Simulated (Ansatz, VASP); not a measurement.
# In in VASP and in Ansatz

File INCAR:

```
PREC = Accurate ; ENCUT = 520
EDIFF = 1E-6 ; ISMEAR = -1
SIGMA = 0.1 ; LREAL = False
LASPH = True ; NELM = 100
ALGO = Normal ; ISIF = 2
LWAVE = False ; LCHARG = False
GGA = RE ; NBANDS = 20
```

KPOINTS

```
regular mesh
0
Gamma
  12 12 7
```

The input POSCAR:

```
In
1.0
    3.5308209896      0.0000000000      0.0000000000
   -1.7654104948      3.0577806733      0.0000000000
    0.0000000000      0.0000000000      5.7309638479
In
2
Direct
    0.3333333333      0.6666666667      0.2500000000
    0.6666666667      0.3333333333      0.7500000000
```

Input for Ansatz:

```yaml
crystal:
  lattice:
    - [3.5308209896, 0.0, 0.0]
    - [-1.7654104948, 3.0577806733, 0.0]
    - [0.0, 0.0, 5.7309638479]
  atoms:
    - { symbol: In, position: [0.3333333333, 0.6666666667, 0.25] }
    - { symbol: In, position: [0.6666666667, 0.3333333333, 0.75] }
hamiltonian:
  xc: revpbe
  pseudopotentials:
    kind: paw
    azcp:
      In: "pseudopotentials/In.paw.azcp"
basis:
  ecutwfc: 420
  fft_grid_basis: typed
kpoints:
  mp_grid: { grid: [12, 12, 7], shift: [0, 0, 0] }
magnetization:
  spin_polarized: false
scf:
  occupations: { method: fermi_dirac, width: 0.1 }
  lower_state_search: "off"
output:
  stress: true
```

Alike in both runs: task single point; functional revPBE; k mesh 12 × 12 × 7; occupations fermi-dirac, width 0.1 eV; no spin polarisation.

|  | VASP | Ansatz |
| --- | --- | --- |
| version | VASP 6.6.1 | Ansatz 0.2.0 |
| potentials or method | VASP PAW PBE potentials, release 64 (In_d), cutoff 520 eV | plane waves (420 eV) with PAW, scalar-relativistic |
| valence electrons in the cell | 26 | 26 |

```tsv
	VASP	Ansatz	Ansatz less VASP
pressure (GPa)	-2.0	-1.9	+0.05
traceless stress, the component that is largest in VASP (GPa)	-0.39	-0.39	-0.001
```

VASP's potentials were made for PBE, not for revPBE. The functional is the same, so the differences come from potentials, cutoffs and numerics.
